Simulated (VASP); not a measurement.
# AlN (Cmcm) in VASP: further runs, part 2 of 2

VASP 6.6.1. The steps go on from the part before.

**5. Single point, PBE**

This run uses another cell than the first one, of 7.81 Å³/atom, 0.882 times its volume.

Contents of INCAR:

```
SYSTEM = AlN
PREC     = Accurate       ! precision mode
ENCUT    = 520            ! plane-wave cutoff, eV
EDIFF    = 1E-6           ! SCF threshold, eV
ISMEAR   = 0              ! smearing method
SIGMA    = 0.05           ! smearing width, eV
LREAL    = .False.        ! projectors in reciprocal space
LASPH    = .True.         ! aspherical terms in the spheres
NELM     = 80             ! most SCF steps
ALGO     = Normal         ! electronic algorithm
ISIF     = 2              ! what is computed and relaxed
LWAVE    = .False.        ! write WAVECAR
LCHARG   = .False.        ! write CHGCAR
GGA      = PE             ! functional
NBANDS   = 16             ! bands
```

Contents of KPOINTS:

```
regular mesh
0
Gamma
  8 8 6
  0 0 0
```

Contents of POSCAR:

```
AlN
1.0
    0.0000000000     -1.9844337052     -1.9844337052
    0.0000000000      1.9844337052     -1.9844337052
    3.9688674103      0.0000000000      0.0000000000
Al N
2 2
Direct
    0.5231904950      0.4768095050      0.0000000000
   -0.0231904950      0.0231904950      0.5000000000
    0.4915866847      0.5084133153      0.5000000000
    0.0084133153      0.9915866847      0.0000000000
```

Run with:

```sh
$ cat potpaw_PBE.64/Al/POTCAR potpaw_PBE.64/N/POTCAR > POTCAR
$ mpirun -np 1 vasp_std > vasp.out
```

Run time: 32 s. Hardware: 1 thread of Intel Xeon Platinum 8259CL at 2.50GHz (Skylake/Cascade Lake), shared host; peak memory 0.16 GiB.

It converged, with:

| Item | Value |
| --- | --- |
| Free energy | -28.8232 eV |
| Pressure | 22.8 GPa |
| Largest force | 1.206 eV/Å |
| Band gap on the k mesh | 5.10 eV, indirect (least direct gap 5.15 eV) |

Forces on the atoms (eV/Å):
```
Al   0.000  1.206  0.000
Al   0.000 -1.206  0.000
N    0.000 -0.020  0.000
N    0.000  0.020  0.000
```

Stress tensor (GPa, compression positive):
```
22.95  0.00  0.00
 0.00 24.34  0.00
 0.00  0.00 21.19
```

Levels at points of the mesh, in eV from the valence-band top:
```csv
k point,band 4,band 5,band 6,band 7,band 8,band 9,band 10,band 11,band 12,band 13
"(0.00, 0.00, 0.00)",-2.95,-2.95,-0.04,-0.01,0.00,5.15,5.20,6.46,12.10,12.33
"(0.50, 0.00, 0.00)",-6.14,-4.39,-4.39,-1.27,-1.21,8.57,8.94,10.46,11.09,11.20
"(0.50, 0.50, 0.00)",-7.76,-2.95,-2.95,-2.95,-2.94,5.10,5.14,5.15,5.20,14.69
"(0.00, 0.00, 0.50)",-3.93,-1.73,-1.73,-1.73,-1.73,7.44,7.44,8.38,8.38,11.77
"(0.50, 0.00, 0.50)",-8.67,-1.19,-1.19,-1.18,-1.18,6.45,6.45,11.41,11.41,11.44
"(0.50, 0.50, 0.50)",-6.02,-6.02,-6.02,-4.06,-4.06,8.65,8.65,10.96,10.96,11.01
```

Caveat: forces of over 1 eV/Å act on the atoms, so gaps and moduli don't describe the material at rest. Expect the measured gap to be larger: semilocal functionals such as PBE lack the derivative discontinuity.

**6. Single point, PBE**

Contents of INCAR:

```
SYSTEM = AlN
  PREC = Accurate
  ENCUT = 520
  EDIFF = 1E-6
  ISMEAR = 0
  SIGMA = 0.05
  LREAL = .FALSE.
  LASPH = .TRUE.
  NELM = 60
  ALGO = Normal
  ISIF = 2
  LWAVE = .FALSE.
  LCHARG = .FALSE.
  GGA = PE
  NBANDS = 16
```

Contents of KPOINTS:

```
regular mesh
0
G
  8 8 6
  0 0 0
```

Contents of POSCAR:

```
AlN
1.0
    0.0000000000     -2.0693064083     -2.0693064083
    0.0000000000      2.0693064083     -2.0693064083
    4.1386128164      0.0000000000      0.0000000000
Al N
2 2
Direct
    0.5231904950      0.4768095050      0.0000000000
   -0.0231904950      0.0231904950      0.5000000000
    0.4915866847      0.5084133153      0.5000000000
    0.0084133153      0.9915866847      0.0000000000
```

Potentials or basis: VASP PAW PBE potentials, release 64 (Al, N).

Run with:

```sh
$ cat potpaw_PBE.64/Al/POTCAR potpaw_PBE.64/N/POTCAR > POTCAR
$ mpirun -np 1 vasp_std > vasp.out
```

OUTCAR:

```text
SYSTEM = AlN
   PREC = Accurate
   ENCUT = 520
   EDIFF = 1E-6
   ISMEAR = 0
   LREAL = .FALSE.
   LASPH = .TRUE.
   NELM = 60
   ISIF = 2
   GGA = PE

 ion  position               nearest neighbor table
   1  0.523  0.477  0.000-   4 2.01   4 2.07   4 2.07   3 2.07   3 2.07   4 2.13   2 2.79   2 2.79
                             2 2.93   2 2.93   2 2.93   2 2.93   2 3.07   2 3.07
   2  0.977  0.023  0.500-   3 2.01   3 2.07   3 2.07   4 2.07   4 2.07   3 2.13   1 2.79   1 2.79
                             1 2.93   1 2.93   1 2.93   1 2.93   1 3.07   1 3.07
   3  0.492  0.508  0.500-   2 2.01   2 2.07   2 2.07   1 2.07   1 2.07   2 2.13
   4  0.008  0.992  0.000-   1 2.01   1 2.07   1 2.07   2 2.07   2 2.07   1 2.13

[... 661 lines left out ...]
  -------------------------------------------------------------------------------------
  Total       -2.3339928     -2.1791023     -2.6607096      0.0000000      0.0000000      0.0000000
  in kB     -105.5056444    -98.5039834   -120.2745266      0.0000000      0.0000000      0.0000000
  external PRESSURE =    -108.0947182 kB  Pullay stress =       0.0000000 kB

 VOLUME and BASIS-vectors are now :
 -----------------------------------------------------------------------------
  energy-cutoff  :      520.00
  volume of cell :       35.44
      direct lattice vectors                 reciprocal lattice vectors
     0.000000000 -2.069306408 -2.069306408     0.000000000 -0.241626855 -0.241626855
     0.000000000  2.069306408 -2.069306408     0.000000000  0.241626855 -0.241626855
     4.138612816  0.000000000  0.000000000     0.241626855  0.000000000  0.000000000

 POSITION                                       TOTAL-FORCE (eV/Angst)
 -----------------------------------------------------------------------------------
      0.00000     -0.09598     -2.06931         0.000000      0.838036      0.000000
      2.06931     -1.97333     -2.06931         0.000000     -0.838036      0.000000
      2.06931      0.03482     -2.06931         0.000000     -0.250498      0.000000
      0.00000      2.03449     -2.06931         0.000000      0.250498      0.000000
 -----------------------------------------------------------------------------------
    total drift:                               -0.000000     -0.000000      0.000000

  FREE ENERGIE OF THE ION-ELECTRON SYSTEM (eV)
  ---------------------------------------------------
  free  energy   TOTEN  =       -28.9382279049 eV

  energy  without entropy=      -28.9382279049  energy(sigma->0) =      -28.93822790
```

Wall time 24 s (1 thread of AMD EPYC 9R14 (Zen 4), shared host); peak memory 0.14 GiB.

What came out:

- Free energy: -28.9382 eV
- Pressure: -10.8 GPa
- Largest force: 0.838 eV/Å
- Band gap on the k mesh: 3.91 eV, indirect (least direct gap 3.96 eV)

Forces on the atoms (eV/Å):
```
Al   0.000  0.838  0.000
Al   0.000 -0.838  0.000
N    0.000 -0.250  0.000
N    0.000  0.250  0.000
```

Stress tensor (GPa, compression positive):
```
-10.55   0.00   0.00
  0.00  -9.85   0.00
  0.00   0.00 -12.03
```

Levels at points of the mesh, in eV from the valence-band top:
| k point | band 5 | band 6 | band 7 | band 8 | band 9 | band 10 | band 11 | band 12 |
| --- | --- | --- | --- | --- | --- | --- | --- | --- |
| (0.00, 0.00, 0.00) | -2.62 | -0.04 | -0.02 | 0.00 | 3.96 | 4.66 | 5.40 | 11.57 |
| (0.50, 0.00, 0.00) | -3.87 | -3.84 | -1.03 | -1.00 | 7.68 | 7.96 | 9.48 | 9.74 |
| (0.50, 0.50, 0.00) | -2.63 | -2.63 | -2.62 | -2.62 | 3.91 | 3.94 | 5.34 | 5.40 |
| (0.00, 0.00, 0.50) | -1.53 | -1.53 | -1.52 | -1.52 | 6.91 | 6.91 | 7.46 | 7.46 |
| (0.50, 0.00, 0.50) | -0.96 | -0.96 | -0.95 | -0.95 | 5.66 | 5.66 | 10.39 | 10.39 |
| (0.50, 0.50, 0.50) | -5.34 | -5.34 | -3.74 | -3.74 | 7.34 | 7.34 | 10.22 | 10.22 |

A k mesh can miss the band edges. A hybrid or GW would open this gap; PBE tends to underestimate it.
